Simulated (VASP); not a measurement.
# RePb (Fd-3m) in VASP: further runs

Runs on RePb. Level: PBE. Tasks: single point, relaxation of cell and atoms.

Program: VASP 6.6.1. These are calculated values, not measurements. Logs are shortened: lines on timing, memory, paths and dates and some standing lists are left out, and cuts for length are marked.

## Step 1: The cell of the first run

Symmetry: Fd-3m, No. 227, cubic system. Conventional cell: a = 6.846 Å, b = 6.846 Å, c = 6.846 Å, α = 90.00°, β = 90.00°, γ = 90.00°. Within 3.9 Å of Re (site symmetry -43m) lie 4 Re at 2.96 Å and 10 Pb at 2.96 to 3.42 Å. Pb (site symmetry -43m) has 10 Re at 2.96 to 3.42 Å and 4 Pb at 2.96 Å within 3.9 Å.

## Step 2: Single point, PBE

Contents of INCAR:

```
PREC = Accurate
ENCUT = 520
EDIFF = 1E-7
ISMEAR = 0
SIGMA = 0.1
LREAL = F
LASPH = T
NELM = 80
ALGO = Normal
ISIF = 2
LWAVE = F
LCHARG = T
GGA = PE
LELF = T
LVHAR = T
NBANDS = 29
```

Contents of KPOINTS:

```
regular mesh
0
Gamma
  4 4 4
```

Contents of POSCAR:

```
RePb
1.0
    0.0000000000      3.4230182518      3.4230182518
    3.4230182518      0.0000000000      3.4230182518
    3.4230182518      3.4230182518      0.0000000000
Re Pb
2 2
Direct
    0.5000000000      0.5000000000      0.5000000000
    0.7500000000      0.7500000000      0.7500000000
    0.0000000000      0.0000000000      0.0000000000
    0.2500000000      0.2500000000      0.2500000000
```

Potentials or basis: VASP PAW PBE potentials, release 64 (Re, Pb_d).

Run with:

```
cat potpaw_PBE.64/Re/POTCAR potpaw_PBE.64/Pb_d/POTCAR > POTCAR
mpirun -np 1 vasp_std > vasp.out
```

OUTCAR:

```text
PREC = Accurate
   ENCUT = 520
   EDIFF = 1E-7
   ISMEAR = 0
   LREAL = F
   LASPH = T
   NELM = 80
   ISIF = 2
   GGA = PE

 ion  position               nearest neighbor table
   1  0.500  0.500  0.500-   4 2.96   4 2.96   4 2.96   2 2.96   4 2.96   2 2.96   2 2.96   2 2.96
                             3 3.42   3 3.42   3 3.42   3 3.42   3 3.42   3 3.42
   2  0.750  0.750  0.750-   1 2.96   1 2.96   1 2.96   1 2.96   3 2.96   3 2.96   3 2.96   3 2.96
                             4 3.42   4 3.42   4 3.42   4 3.42   4 3.42   4 3.42
   3  0.000  0.000  0.000-   2 2.96   2 2.96   2 2.96   2 2.96   4 2.96   4 2.96   4 2.96   4 2.96
                             1 3.42   1 3.42   1 3.42   1 3.42   1 3.42   1 3.42
   4  0.250  0.250  0.250-   3 2.96   3 2.96   3 2.96   1 2.96   3 2.96   1 2.96   1 2.96   1 2.96
                             2 3.42   2 3.42   2 3.42   2 3.42   2 3.42   2 3.42

  LATTYP: Found a face centered cubic cell.
 ALAT       =     6.8460365036

  Lattice vectors:

 A1 = (   0.0000000000,   3.4230182518,   3.4230182518)
 A2 = (   3.4230182518,   0.0000000000,   3.4230182518)
 A3 = (   3.4230182518,   3.4230182518,   0.0000000000)

Analysis of symmetry for initial positions (statically):
=====================================================================
 Subroutine PRICEL returns:
 Original cell was already a primitive cell.

 Routine SETGRP: Setting up the symmetry group for a
 face centered cubic supercell.

 Subroutine GETGRP returns: Found 48 space group operations
 (whereof 24 operations were pure point group operations)
 out of a pool of 48 trial point group operations.

The static configuration has the point symmetry T_d .
 The point group associated with its full space group is O_h .

Analysis of symmetry for dynamics (positions and initial velocities):
=====================================================================
 Subroutine PRICEL returns:
 Original cell was already a primitive cell.

 Routine SETGRP: Setting up the symmetry group for a
 face centered cubic supercell.

 Subroutine GETGRP returns: Found 48 space group operations
 (whereof 24 operations were pure point group operations)
 out of a pool of 48 trial point group operations.

The dynamic configuration has the point symmetry T_d .
 The point group associated with its full space group is O_h .

 Subroutine INISYM returns: Found 48 space group operations
 (whereof 24 operations are pure point group operations),
 and found     1 'primitive' translations

----------------------------------------------------------------------------------------

                                     Primitive cell

  volume of cell :      80.2154

  direct lattice vectors                    reciprocal lattice vectors
     0.000000000  3.423018252  3.423018252    -0.146069919  0.146069919  0.146069919
     3.423018252  0.000000000  3.423018252     0.146069919 -0.146069919  0.146069919
     3.423018252  3.423018252  0.000000000     0.146069919  0.146069919 -0.146069919

  length of vectors
     4.840878836  4.840878836  4.840878836     0.253000522  0.253000522  0.253000522

  position of ions in fractional coordinates (direct lattice)
     0.500000000  0.500000000  0.500000000
     0.750000000  0.750000000  0.750000000
     0.000000000  0.000000000  0.000000000
     0.250000000  0.250000000  0.250000000

  ion indices of the primitive-cell ions
   primitive index   ion index
                 1           1
                 2           2
                 3           3
                 4           4

----------------------------------------------------------------------------------------

 KPOINTS: regular mesh

Automatic generation of k-mesh.
 Grid dimensions read from file:
 generate k-points for:    4    4    4

 Generating k-lattice:

  Cartesian coordinates                     Fractional coordinates (reciprocal lattice)
    -0.036517480  0.036517480  0.036517480     0.250000000  0.000000000  0.000000000
     0.036517480 -0.036517480  0.036517480     0.000000000  0.250000000  0.000000000
     0.036517480  0.036517480 -0.036517480     0.000000000  0.000000000  0.250000000

  Length of vectors
     0.063250130  0.063250130  0.063250130

  Shift w.r.t. Gamma in fractional coordinates (k-lattice)
     0.000000000  0.000000000  0.000000000

 Subroutine IBZKPT returns following result:
 ===========================================

 Found      8 irreducible k-points:

 Following reciprocal coordinates:
            Coordinates               Weight
  0.000000  0.000000  0.000000      1.000000
  0.250000  0.000000  0.000000      8.000000
  0.500000  0.000000  0.000000      4.000000
  0.250000  0.250000  0.000000      6.000000
  0.500000  0.250000  0.000000     24.000000
 -0.250000  0.250000  0.000000     12.000000
  0.500000  0.500000  0.000000      3.000000
 -0.250000  0.500000  0.250000      6.000000
   k-points           NKPTS =      8   k-points in BZ     NKDIM =      8   number of bands    NBANDS=     29
   number of dos      NEDOS =    301   number of ions     NIONS =      4
   total plane-waves  NPLWV =  46656
   dimension x,y,z NGX =    36 NGY =   36 NGZ =   36
   dimension x,y,z NGXF=    72 NGYF=   72 NGZF=   72
   ions per type =               2   2
   NGX,Y,Z   is equivalent  to a cutoff of  12.36, 12.36, 12.36 a.u.
   NGXF,Y,Z  is equivalent  to a cutoff of  24.73, 24.73, 24.73 a.u.
 SYSTEM =  unknown system
   PREC   = accura    normal or accurate (medium, high low for compatibility)
   ISTART =      0    job   : 0-new  1-cont  2-samecut
   ICHARG =      2    charge: 1-file 2-atom 10-const
   ISPIN  =      1    spin polarized calculation?
   LNONCOLLINEAR =      F non collinear calculations
   LSORBIT =      F    spin-orbit coupling
   LASPH  =      T    aspherical Exc in radial PAW
   ENCUT  =  520.0 eV  38.22 Ry    6.18 a.u.   9.00  9.00  9.00*2*pi/ulx,y,z
   NELM   =     80;   NELMIN=  2; NELMDL= -5     # of ELM steps
   EDIFF  = 0.1E-06   stopping-criterion for ELM
   LREAL  =      F    real-space projection
   EDIFFG = 0.1E-05   stopping-criterion for IOM
   NSW    =      0    number of steps for IOM
   IBRION =     -1    ionic relax: 0-MD 1-quasi-New 2-CG
   NFREE  =      0    steps in history (QN), initial steepest desc. (CG)
   ISIF   =      2    stress and relaxation
   ISYM   =      2    0-nonsym 1-usesym 2-fastsym
   POTIM  = 0.5000    time-step for ionic-motion
   TEBEG  =    0.0;   TEEND  =   0.0 temperature during run
   PSTRESS=    0.0 pullay stress
   NELECT =      42.0000    total number of electrons
   NUPDOWN=      -1.0000    fix difference up-down
   EMIN   =  10.00;   EMAX   =-10.00  energy-range for DOS
   EFERMI =   0.00;   METHOD = LEGACY
   ISMEAR =     0;   SIGMA  =   0.10  broadening in eV -4-tet -1-fermi 0-gaus
   EFERMI_NEDOS =   21; number of points for ismear=-14 and -15
   IALGO  =     38    algorithm
   IMIX   =      4    mixing-type and parameters
     AMIX     =   0.40;   BMIX     =  1.00
     AMIX_MAG =   1.60;   BMIX_MAG =  1.00
  volume/ion in A,a.u.               =      20.05       135.33
  Fermi-wavevector in a.u.,A,eV,Ry     =   1.319488  2.493470 23.688397  1.741048
  Thomas-Fermi vector in A             =   2.449382
   LORBIT       =      0    0 simple, 1 ext, 2 COOP (PROOUT), +10 PAW based schemes
   GGA     = PE    functional components
   LHFCALC =     F    Hartree Fock is set to
   AEXX    =    0.0000 exact exchange contribution
   IVDW    =     0    specifies the selected vdW correction
   LEPSILON=     F    determine dielectric tensor
   LRPA    =     F    only Hartree local field effects (RPA)
 non-spin polarized calculation
 Gauss-broadening in eV      SIGMA  =   0.10
  energy-cutoff  :      520.00
  volume of cell :       80.22
 maximum number of plane-waves:      2200
   NGX = 17   NGY = 17   NGZ = 17

 number of electron      42.0000006 magnetization

 Free energy of the ion-electron system (eV)
  ---------------------------------------------------
  ext. energy  EPLUGINS =         0.00000000
  ---------------------------------------------------
  free energy    TOTEN  =       -26.82141685 eV

  energy without entropy =      -26.79668870  energy(sigma->0) =      -26.80905278

 E-fermi :   8.8142     XC(G=0): -12.1865

 val. band max:        8.5519787823   @ k =   0.5000   0.2500   0.0000
 cond. band min:       8.8268852991   @ k =  -0.2500   0.5000   0.2500
 fundamental gap:      0.2749065168
 Fermi energy:         8.8141805723

 k-point     1 :       0.0000    0.0000    0.0000
  band No.  band energies     occupation
      1      -8.5352      2.00000
      2      -8.5352      2.00000
      3      -8.5352      2.00000
      4      -8.4558      2.00000
      5      -8.4558      2.00000
      6      -8.0315      2.00000
[... 21 lines left out ...]
     28      14.0625      0.00000
     29      14.1946      0.00000

 k-point     2 :       0.2500    0.0000    0.0000
  band No.  band energies     occupation
      1      -8.5760      2.00000
      2      -8.5760      2.00000
      3      -8.5383      2.00000
      4      -8.3872      2.00000
      5      -8.3872      2.00000
      6      -8.0571      2.00000
[... 21 lines left out ...]
     28      12.4306      0.00000
     29      12.4306      0.00000

 k-point     3 :       0.5000    0.0000    0.0000
  band No.  band energies     occupation
      1      -8.5948      2.00000
      2      -8.5948      2.00000
      3      -8.5312      2.00000
      4      -8.3487      2.00000
      5      -8.3487      2.00000
      6      -8.0958      2.00000
[... 21 lines left out ...]
     28      12.4140      0.00000
     29      14.5001      0.00000

 k-point     4 :       0.2500    0.2500    0.0000
  band No.  band energies     occupation
      1      -8.5819      2.00000
      2      -8.5819      2.00000
      3      -8.5612      2.00000
      4      -8.3733      2.00000
      5      -8.2998      2.00000
      6      -8.2229      2.00000
[... 21 lines left out ...]
     28      12.5638      0.00000
     29      13.9287      0.00000

 k-point     5 :       0.5000    0.2500    0.0000
  band No.  band energies     occupation
      1      -8.6447      2.00000
      2      -8.6085      2.00000
      3      -8.4851      2.00000
      4      -8.2888      2.00000
      5      -8.2807      2.00000
      6      -8.2381      2.00000
[... 21 lines left out ...]
     28      14.1587      0.00000
     29      15.4621      0.00000

 k-point     6 :      -0.2500    0.2500    0.0000
  band No.  band energies     occupation
      1      -8.6371      2.00000
      2      -8.6081      2.00000
      3      -8.4731      2.00000
      4      -8.3535      2.00000
      5      -8.2803      2.00000
      6      -8.1482      2.00000
[... 21 lines left out ...]
     28      14.1454      0.00000
     29      15.2876      0.00000

 k-point     7 :       0.5000    0.5000    0.0000
  band No.  band energies     occupation
      1      -8.6170      2.00000
      2      -8.6170      2.00000
      3      -8.4688      2.00000
      4      -8.4688      2.00000
      5      -8.1797      2.00000
      6      -8.1797      2.00000
[... 21 lines left out ...]
     28      15.9588      0.00000
     29      16.1785      0.00000

 k-point     8 :      -0.2500    0.5000    0.2500
  band No.  band energies     occupation
      1      -8.6492      2.00000
      2      -8.6492      2.00000
      3      -8.3655      2.00000
      4      -8.3655      2.00000
      5      -8.2166      2.00000
      6      -8.2166      2.00000
[... 21 lines left out ...]
     28      13.5210      0.00000
     29      16.1770      0.00000

------------------------ aborting loop because EDIFF is reached ----------------------------------------

  FORCE on cell =-STRESS in cart. coord.  units (eV):
  Direction    XX          YY          ZZ          XY          YZ          ZX
  --------------------------------------------------------------------------------------
  -------------------------------------------------------------------------------------
  Total       -0.1410113     -0.1410113     -0.1410113      0.0000000      0.0000000     -0.0000000
  in kB       -2.8164819     -2.8164819     -2.8164819      0.0000000      0.0000000     -0.0000000
  external PRESSURE =      -2.8164819 kB  Pullay stress =       0.0000000 kB

 VOLUME and BASIS-vectors are now :
 -----------------------------------------------------------------------------
  energy-cutoff  :      520.00
  volume of cell :       80.22
      direct lattice vectors                 reciprocal lattice vectors
     0.000000000  3.423018252  3.423018252    -0.146069919  0.146069919  0.146069919
     3.423018252  0.000000000  3.423018252     0.146069919 -0.146069919  0.146069919
     3.423018252  3.423018252  0.000000000     0.146069919  0.146069919 -0.146069919

 POSITION                                       TOTAL-FORCE (eV/Angst)
 -----------------------------------------------------------------------------------
      3.42302      3.42302      3.42302         0.000000      0.000000      0.000000
      5.13453      5.13453      5.13453        -0.000000     -0.000000     -0.000000
      0.00000      0.00000      0.00000        -0.000000     -0.000000     -0.000000
      1.71151      1.71151      1.71151         0.000000      0.000000     -0.000000
 -----------------------------------------------------------------------------------
    total drift:                                0.000000      0.000000      0.000000

  FREE ENERGIE OF THE ION-ELECTRON SYSTEM (eV)
  ---------------------------------------------------
  free  energy   TOTEN  =       -26.8214168509 eV

  energy  without entropy=      -26.7966887012  energy(sigma->0) =      -26.80905278
```

Run time: 14 s. Hardware: 1 thread of Intel Xeon 6975P-C (Granite Rapids), shared host; peak memory 0.2 GiB.

Results:

```
Free energy            : -26.8214 eV
Pressure               : -0.3 GPa
Band gap on the k mesh : zero (bands 21 and 22 overlap by 1.08 eV)
```

Levels at points of the mesh, in eV from the Fermi level:
```csv
k point,band 18,band 19,band 20,band 21,band 22,band 23,band 24,band 25
"(0.00, 0.00, 0.00)",-2.25,-2.25,-2.25,-0.48,0.95,0.95,1.67,1.67
"(0.50, 0.00, 0.00)",-2.51,-0.63,-0.63,0.08,0.08,0.80,2.63,2.63
"(0.50, 0.50, 0.00)",-2.03,-1.03,-1.03,-0.27,-0.27,0.19,0.19,1.93
```

Caveat: the k points lie up to 0.40 Å⁻¹ apart, too coarse for converged energies and pressures of a metal; spin-orbit coupling is left out, which moves the levels of the heavy elements.

## Step 3: Single point, PBE

This run uses another cell than the first one, of 24.30 Å³/atom.

Contents of INCAR:

```
SYSTEM = RePb
  PREC = Accurate
  ENCUT = 520
  EDIFF = 1E-7
  ISMEAR = 0
  SIGMA = 0.1
  LREAL = .False.
  LASPH = .True.
  NELM = 60
  ALGO = Normal
  ISIF = 2
  LWAVE = .False.
  LCHARG = .False.
  GGA = PE
  NBANDS = 29
```

Contents of KPOINTS:

```
regular mesh
0
Gamma
  4 4 4
  0 0 0
```

Contents of POSCAR:

```
RePb
1.0
    0.0000000000      3.6491910010      3.6491910010
    3.6491910010      0.0000000000      3.6491910010
    3.6491910010      3.6491910010      0.0000000000
Re Pb
2 2
Direct
    0.5000000000      0.5000000000      0.5000000000
    0.7500000000      0.7500000000      0.7500000000
    0.0000000000      0.0000000000      0.0000000000
    0.2500000000      0.2500000000      0.2500000000
```

Potentials or basis: VASP PAW PBE potentials, release 64 (Re, Pb_d).

Run with:

```
cat potpaw_PBE.64/Re/POTCAR potpaw_PBE.64/Pb_d/POTCAR > POTCAR
mpirun -np 1 vasp_std > vasp.out
```

OUTCAR:

```text
SYSTEM = RePb
   PREC = Accurate
   ENCUT = 520
   EDIFF = 1E-7
   ISMEAR = 0
   LREAL = .False.
   LASPH = .True.
   NELM = 60
   ISIF = 2
   GGA = PE

 ion  position               nearest neighbor table
   1  0.500  0.500  0.500-   4 3.16   4 3.16   4 3.16   2 3.16   4 3.16   2 3.16   2 3.16   2 3.16
                             3 3.65   3 3.65   3 3.65   3 3.65   3 3.65   3 3.65
   2  0.750  0.750  0.750-   1 3.16   1 3.16   1 3.16   1 3.16   3 3.16   3 3.16   3 3.16   3 3.16
                             4 3.65   4 3.65   4 3.65   4 3.65   4 3.65   4 3.65
   3  0.000  0.000  0.000-   2 3.16   2 3.16   2 3.16   2 3.16   4 3.16   4 3.16   4 3.16   4 3.16
                             1 3.65   1 3.65   1 3.65   1 3.65   1 3.65   1 3.65
   4  0.250  0.250  0.250-   3 3.16   3 3.16   3 3.16   1 3.16   3 3.16   1 3.16   1 3.16   1 3.16
[... 444 lines left out ...]
  Total      -10.6147829    -10.6147829    -10.6147829     -0.0000000     -0.0000000      0.0000000
  in kB     -174.9854409   -174.9854409   -174.9854409     -0.0000000     -0.0000000      0.0000000
  external PRESSURE =    -174.9854409 kB  Pullay stress =       0.0000000 kB

 VOLUME and BASIS-vectors are now :
 -----------------------------------------------------------------------------
  energy-cutoff  :      520.00
  volume of cell :       97.19
      direct lattice vectors                 reciprocal lattice vectors
     0.000000000  3.649191001  3.649191001    -0.137016670  0.137016670  0.137016670
     3.649191001  0.000000000  3.649191001     0.137016670 -0.137016670  0.137016670
     3.649191001  3.649191001  0.000000000     0.137016670  0.137016670 -0.137016670

 POSITION                                       TOTAL-FORCE (eV/Angst)
 -----------------------------------------------------------------------------------
      3.64919      3.64919      3.64919        -0.000000      0.000000     -0.000000
      5.47379      5.47379      5.47379         0.000000      0.000000      0.000000
      0.00000      0.00000      0.00000        -0.000000     -0.000000     -0.000000
      1.82460      1.82460      1.82460         0.000000      0.000000      0.000000
 -----------------------------------------------------------------------------------
    total drift:                               -0.000000      0.000000      0.000000

  FREE ENERGIE OF THE ION-ELECTRON SYSTEM (eV)
  ---------------------------------------------------
  free  energy   TOTEN  =       -25.6929503799 eV

  energy  without entropy=      -25.6642657107  energy(sigma->0) =      -25.67860805
```

Wall time 19 s (1 thread of Intel Xeon 6975P-C (Granite Rapids), shared host); peak memory 0.24 GiB.

Results:

| Item | Value |
| --- | --- |
| Free energy | -25.6930 eV |
| Pressure | -17.5 GPa |
| Band gap on the k mesh | zero (bands 21 and 22 overlap by 0.85 eV) |

Caveat: the k points lie up to 0.37 Å⁻¹ apart, too coarse for converged energies and pressures of a metal; spin-orbit coupling is left out, which moves the levels of the heavy elements.

[end of part 1 of 2]
